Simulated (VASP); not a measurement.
# CoO (P6_3mc) in VASP: further runs

The runs below take CoO through single point, relaxation of cell and atoms, with PBE+U.

All numbers are computed with VASP 6.6.1; they aren't measurements. Logs are shortened: lines on timing, memory, paths and dates and some standing lists are left out, and cuts for length are marked.

## Step 1: The cell of the first run

Symmetry: P6_3mc, No. 186, hexagonal system. Conventional cell: a = 2.910 Å, b = 2.910 Å, c = 5.238 Å, α = 90.00°, β = 90.00°, γ = 120.00°. Co (site symmetry 3m) has 4 O at 1.81 to 1.87 Å within 2.4 Å. Within 2.4 Å of O (site symmetry 3m) lie 4 Co at 1.81 to 1.87 Å.

## Step 2: Single point, PBE+U, collinear spin, antiferromagnetic start

The input, INCAR:

```
PREC     = Accurate       # precision mode
ENCUT    = 520            # plane-wave cutoff, eV
EDIFF    = 1E-6           # SCF threshold, eV
ISMEAR   = 0              # smearing method
SIGMA    = 0.02           # smearing width, eV
LREAL    = False          # projectors in reciprocal space
LASPH    = True           # aspherical terms in the spheres
NELM     = 150            # most SCF steps
ALGO     = Normal         # electronic algorithm
ISIF     = 2              # what is computed and relaxed
LWAVE    = False          # write WAVECAR
LCHARG   = True           # write CHGCAR
ISPIN    = 2              # spin polarisation
MAGMOM   = -2.54 2.54 0.12 -0.12 # initial moments
LORBIT   = 11             # projections on sites
LMAXMIX  = 4              # l up to which the mixer works
LDAU     = True           # DFT+U
LDAUTYPE = 2            
LDAUL    = 2 -1           # shell
LDAUU    = 3.32 0         # U, eV
LDAUJ    = 0 0          
LDAUPRINT= 1            
GGA      = PE             # functional
LELF     = True           # ELF
LVHAR    = True         
NBANDS   = 27             # bands
```

The input, KPOINTS:

```
Automatic mesh
0
Gamma
  12 12 6
```

The input, POSCAR:

```
CoO
1.0
    2.9104235079      0.0000000000      0.0000000000
   -1.4552117540      2.5205006937      0.0000000000
    0.0000000000      0.0000000000      5.2375954105
Co O
2 2
Direct
    0.0000000000      0.0000000000      0.0151858210
    0.3333333333      0.6666666667      0.5151895980
    0.0000000000      0.0000000000      0.3598132166
    0.3333333333      0.6666666667      0.8598123644
```

Potentials or basis: VASP PAW PBE potentials, release 64 (Co, O).

Run with:

```bash
> cat potpaw_PBE.64/Co/POTCAR potpaw_PBE.64/O/POTCAR > POTCAR
> mpirun -np 1 vasp_std > vasp.out
```

OUTCAR:

```text
PREC = Accurate
   ENCUT = 520
   EDIFF = 1E-6
   ISMEAR = 0
   LREAL = False
   LASPH = True
   NELM = 150
   ISIF = 2
   ISPIN = 2
   LORBIT = 11
   GGA = PE

 ion  position               nearest neighbor table
   1  0.000  0.000  0.015-   3 1.81   4 1.87   4 1.87   4 1.87   2 3.11   2 3.11   2 3.11   2 3.11
                             2 3.11   2 3.11
   2  0.333  0.667  0.515-   4 1.80   3 1.87   3 1.87   3 1.87   1 3.11   1 3.11   1 3.11   1 3.11
                             1 3.11   1 3.11
   3  0.000  0.000  0.360-   1 1.81   2 1.87   2 1.87   2 1.87
   4  0.333  0.667  0.860-   2 1.80   1 1.87   1 1.87   1 1.87

  LATTYP: Found a hexagonal cell.
 ALAT       =     2.9104235079
 C/A-ratio  =     1.7995990605

  Lattice vectors:

 A1 = (   2.9104235079,   0.0000000000,   0.0000000000)
 A2 = (  -1.4552117540,   2.5205006937,   0.0000000000)
 A3 = (   0.0000000000,   0.0000000000,   5.2375954105)

Analysis of symmetry for initial positions (statically):
=====================================================================
 Subroutine PRICEL returns:
 Original cell was already a primitive cell.

 Routine SETGRP: Setting up the symmetry group for a
 hexagonal supercell.

 Subroutine GETGRP returns: Found 12 space group operations
 (whereof  6 operations were pure point group operations)
 out of a pool of 24 trial point group operations.

The static configuration has the point symmetry C_3v.
 The point group associated with its full space group is C_6v.

Analysis of symmetry for dynamics (positions and initial velocities):
=====================================================================
 Subroutine PRICEL returns:
 Original cell was already a primitive cell.

 Routine SETGRP: Setting up the symmetry group for a
 hexagonal supercell.

 Subroutine GETGRP returns: Found 12 space group operations
 (whereof  6 operations were pure point group operations)
 out of a pool of 24 trial point group operations.

The dynamic configuration has the point symmetry C_3v.
 The point group associated with its full space group is C_6v.

Analysis of structural, dynamic, and magnetic symmetry:
=====================================================================
 Subroutine PRICEL returns:
 Original cell was already a primitive cell.

 Routine SETGRP: Setting up the symmetry group for a
 hexagonal supercell.

 Subroutine GETGRP returns: Found 12 space group operations
 (whereof  6 operations were pure point group operations)
 out of a pool of 24 trial point group operations.

The overall configuration has the point symmetry C_3v.
 The point group associated with its full space group is C_6v.

 Subroutine INISYM returns: Found 12 space group operations
 (whereof  6 operations are pure point group operations),
 and found     1 'primitive' translations

----------------------------------------------------------------------------------------

                                     Primitive cell

  volume of cell :      38.4216

  direct lattice vectors                    reciprocal lattice vectors
[... 146 lines left out ...]
  0.0000 -0.3765  0.0000  0.0000  0.5466

spin component  2

  0.9838  0.0000  0.0000  0.0130 -0.0000
  0.0000  0.9801  0.0000 -0.0000  0.0130
  0.0000  0.0000  0.9887  0.0000  0.0000
  0.0130 -0.0000  0.0000  0.9801 -0.0000
 -0.0000  0.0130  0.0000 -0.0000  0.9838

 occupancies and eigenvectors

  o =  0.1910  v = -0.0000 -0.0000  1.0000 -0.0000 -0.0000  0.0000  0.0000  0.0000  0.0000  0.0000      0.0000  0.0000  0.0000  0.0000  0.0000  0.0000  0.0000  0.0000  0.0000  0.0000
  o =  0.1980  v = -0.7091 -0.1748 -0.0000 -0.6565 -0.1889  0.0000  0.0000  0.0000  0.0000  0.0000      0.0000  0.0000  0.0000  0.0000  0.0000  0.0000  0.0000  0.0000  0.0000  0.0000
  o =  0.1980  v = -0.1889  0.6565  0.0000 -0.1748  0.7091  0.0000  0.0000  0.0000  0.0000  0.0000      0.0000  0.0000  0.0000  0.0000  0.0000  0.0000  0.0000  0.0000  0.0000  0.0000
  o =  0.9533  v = -0.6564  0.1889 -0.0000  0.7091 -0.1749  0.0000  0.0000  0.0000  0.0000  0.0000      0.0000  0.0000  0.0000  0.0000  0.0000  0.0000  0.0000  0.0000  0.0000  0.0000
  o =  0.9533  v =  0.1749  0.7091 -0.0000 -0.1889 -0.6564  0.0000  0.0000  0.0000  0.0000  0.0000      0.0000  0.0000  0.0000  0.0000  0.0000  0.0000  0.0000  0.0000  0.0000  0.0000
  o =  0.9688  v =  0.0000  0.0000  0.0000  0.0000  0.0000  0.6326 -0.1946 -0.0000 -0.7304  0.1685      0.0000  0.0000  0.0000  0.0000  0.0000  0.0000  0.0000  0.0000  0.0000  0.0000
  o =  0.9688  v =  0.0000  0.0000  0.0000  0.0000  0.0000  0.1685  0.7304  0.0000 -0.1946 -0.6326      0.0000  0.0000  0.0000  0.0000  0.0000  0.0000  0.0000  0.0000  0.0000  0.0000
  o =  0.9887  v =  0.0000  0.0000  0.0000  0.0000  0.0000  0.0000  0.0000 -1.0000  0.0000  0.0000      0.0000  0.0000  0.0000  0.0000  0.0000  0.0000  0.0000  0.0000  0.0000  0.0000
  o =  0.9951  v =  0.0000  0.0000  0.0000  0.0000  0.0000  0.7304  0.1685  0.0000  0.6326  0.1946      0.0000  0.0000  0.0000  0.0000  0.0000  0.0000  0.0000  0.0000  0.0000  0.0000
  o =  0.9951  v =  0.0000  0.0000  0.0000  0.0000  0.0000 -0.1946  0.6326  0.0000 -0.1685  0.7304      0.0000  0.0000  0.0000  0.0000  0.0000  0.0000  0.0000  0.0000  0.0000  0.0000

atom =   2  type =  1  l = 2

 onsite density matrix

spin component  1

  0.9838 -0.0000  0.0000 -0.0130 -0.0000
 -0.0000  0.9801 -0.0000 -0.0000 -0.0130
  0.0000 -0.0000  0.9887 -0.0000  0.0000
 -0.0130 -0.0000 -0.0000  0.9801  0.0000
 -0.0000 -0.0130  0.0000  0.0000  0.9838

spin component  2

  0.5466  0.0000  0.0000  0.3765  0.0000
  0.0000  0.6048  0.0000 -0.0000  0.3765
  0.0000  0.0000  0.1910  0.0000  0.0000
  0.3765 -0.0000  0.0000  0.6048 -0.0000
  0.0000  0.3765  0.0000 -0.0000  0.5466

 occupancies and eigenvectors

  o =  0.1910  v =  0.0000  0.0000  0.0000  0.0000  0.0000 -0.0000  0.0000  1.0000  0.0000 -0.0000      0.0000  0.0000  0.0000  0.0000  0.0000  0.0000  0.0000  0.0000  0.0000  0.0000
  o =  0.1980  v =  0.0000  0.0000  0.0000  0.0000  0.0000 -0.7091  0.1749 -0.0000  0.6564 -0.1889      0.0000  0.0000  0.0000  0.0000  0.0000  0.0000  0.0000  0.0000  0.0000  0.0000
  o =  0.1980  v =  0.0000  0.0000  0.0000  0.0000  0.0000 -0.1889 -0.6564  0.0000  0.1749  0.7091      0.0000  0.0000  0.0000  0.0000  0.0000  0.0000  0.0000  0.0000  0.0000  0.0000
  o =  0.9533  v =  0.0000  0.0000  0.0000  0.0000  0.0000 -0.6564 -0.1889 -0.0000 -0.7091 -0.1749      0.0000  0.0000  0.0000  0.0000  0.0000  0.0000  0.0000  0.0000  0.0000  0.0000
  o =  0.9533  v =  0.0000  0.0000  0.0000  0.0000  0.0000  0.1749 -0.7091 -0.0000  0.1889 -0.6564      0.0000  0.0000  0.0000  0.0000  0.0000  0.0000  0.0000  0.0000  0.0000  0.0000
  o =  0.9688  v =  0.6326  0.1946 -0.0000  0.7304  0.1685  0.0000  0.0000  0.0000  0.0000  0.0000      0.0000  0.0000  0.0000  0.0000  0.0000  0.0000  0.0000  0.0000  0.0000  0.0000
  o =  0.9688  v =  0.1685 -0.7304  0.0000  0.1946 -0.6326  0.0000  0.0000  0.0000  0.0000  0.0000      0.0000  0.0000  0.0000  0.0000  0.0000  0.0000  0.0000  0.0000  0.0000  0.0000
  o =  0.9887  v =  0.0000 -0.0000 -1.0000 -0.0000  0.0000  0.0000  0.0000  0.0000  0.0000  0.0000      0.0000  0.0000  0.0000  0.0000  0.0000  0.0000  0.0000  0.0000  0.0000  0.0000
  o =  0.9951  v =  0.7304 -0.1685  0.0000 -0.6326  0.1946  0.0000  0.0000  0.0000  0.0000  0.0000      0.0000  0.0000  0.0000  0.0000  0.0000  0.0000  0.0000  0.0000  0.0000  0.0000
  o =  0.9951  v = -0.1946 -0.6326  0.0000  0.1685  0.7304  0.0000  0.0000  0.0000  0.0000  0.0000      0.0000  0.0000  0.0000  0.0000  0.0000  0.0000  0.0000  0.0000  0.0000  0.0000

 number of electron      29.9999989 magnetization       0.0000000

 Free energy of the ion-electron system (eV)
  ---------------------------------------------------
  ext. energy  EPLUGINS =         0.00000000
  ---------------------------------------------------
  free energy    TOTEN  =       -23.11968363 eV

  energy without entropy =      -23.11968363  energy(sigma->0) =      -23.11968363

 E-fermi :   7.9717     XC(G=0): -12.1101

 val. band max:        7.8226547257   @ k =   0.0000   0.0000   0.5000
 cond. band min:       8.9268381361   @ k =   0.0000   0.0000   0.0000
 fundamental gap:      1.1041834104
 Fermi energy:         7.9716984472

 spin component 1

 k-point     1 :       0.0000    0.0000    0.0000
  band No.  band energies     occupation
      1     -12.5729      1.00000
      2     -11.7281      1.00000
      3      -0.0136      1.00000
      4       0.7968      1.00000
      5       1.1084      1.00000
      6       1.1084      1.00000
[... 1433 lines left out ...]
     26      25.1879      0.00000
     27      25.2797      0.00000

 [... further k-points ...]

------------------------ aborting loop because EDIFF is reached ----------------------------------------

  FORCE on cell =-STRESS in cart. coord.  units (eV):
  Direction    XX          YY          ZZ          XY          YZ          ZX
  --------------------------------------------------------------------------------------
  -------------------------------------------------------------------------------------
  Total       10.8695381     10.8695381     10.6509541     -0.0000000      0.0000000      0.0000000
  in kB      453.2592871    453.2592872    444.1443456     -0.0000000      0.0000000      0.0000000
  external PRESSURE =     450.2209733 kB  Pullay stress =       0.0000000 kB

 VOLUME and BASIS-vectors are now :
 -----------------------------------------------------------------------------
  energy-cutoff  :      520.00
  volume of cell :       38.42
      direct lattice vectors                 reciprocal lattice vectors
     2.910423508  0.000000000  0.000000000     0.343592607  0.198373284  0.000000000
    -1.455211754  2.520500694  0.000000000     0.000000000  0.396746568  0.000000000
     0.000000000  0.000000000  5.237595410     0.000000000  0.000000000  0.190927310

 POSITION                                       TOTAL-FORCE (eV/Angst)
 -----------------------------------------------------------------------------------
      0.00000      0.00000      0.07954        -0.000000      0.000000     -0.049614
     -0.00000      1.68033      2.69835         0.000000      0.000000     -0.049614
      0.00000      0.00000      1.88456         0.000000      0.000000      0.049614
     -0.00000      1.68033      4.50335        -0.000000      0.000000      0.049614
 -----------------------------------------------------------------------------------
    total drift:                                0.000000     -0.000000     -0.000051

  FREE ENERGIE OF THE ION-ELECTRON SYSTEM (eV)
  ---------------------------------------------------
  free  energy   TOTEN  =       -23.1196836338 eV

  energy  without entropy=      -23.1196836338  energy(sigma->0) =      -23.11968363

 total charge

# of ion       s       p       d       tot
------------------------------------------
    1        0.424   0.608   7.373   8.406
    2        0.424   0.608   7.373   8.406
    3        1.554   3.570   0.000   5.124
    4        1.554   3.570   0.000   5.124
--------------------------------------------------
tot          3.957   8.356  14.747  27.060

 magnetization (x)

# of ion       s       p       d       tot
------------------------------------------
    1       -0.008  -0.052  -2.421  -2.481
    2        0.008   0.052   2.421   2.481
    3        0.010   0.108   0.000   0.119
    4       -0.010  -0.108   0.000  -0.119
--------------------------------------------------
tot          0.000   0.000   0.000   0.000
```

It took 76 s on 1 thread of Intel Xeon 6975P-C (Granite Rapids), shared host; peak memory 0.25 GiB.

What came out:

| Item | Value |
| --- | --- |
| Free energy | -23.1197 eV |
| Pressure | 45.0 GPa |
| Largest force | 0.050 eV/Å |
| Band gap on the k mesh | 1.10 eV (least direct gap 1.26 eV) |
| Net moment | 0.00 μB per cell |
| Site moments | Co -2.48, +2.48; O +0.12, -0.12 μB |
| Valence electrons inside the program's atomic spheres | Co 8.41; O 5.12 |

Forces on the atoms (eV/Å):
```
Co   0.000  0.000 -0.050
Co   0.000  0.000 -0.050
O    0.000  0.000  0.050
O    0.000  0.000  0.050
```

Stress tensor (GPa, compression positive):
```
45.33  0.00  0.00
 0.00 45.33  0.00
 0.00  0.00 44.41
```

Eigenvalues of the final occupation matrices:
| site | spin | trace | eigenvalues |
| --- | --- | --- | --- |
| site 1 d | 1 | 2.49 | 0.19 0.20 0.20 0.95 0.95 |
| site 1 d | 2 | 4.92 | 0.97 0.97 0.99 1.00 1.00 |
| site 2 d | 1 | 4.92 | 0.97 0.97 0.99 1.00 1.00 |
| site 2 d | 2 | 2.49 | 0.19 0.20 0.20 0.95 0.95 |

Caveat: the cell stands under pressure. A k mesh can miss the band edges.

(Continued in part 2 of 3.)
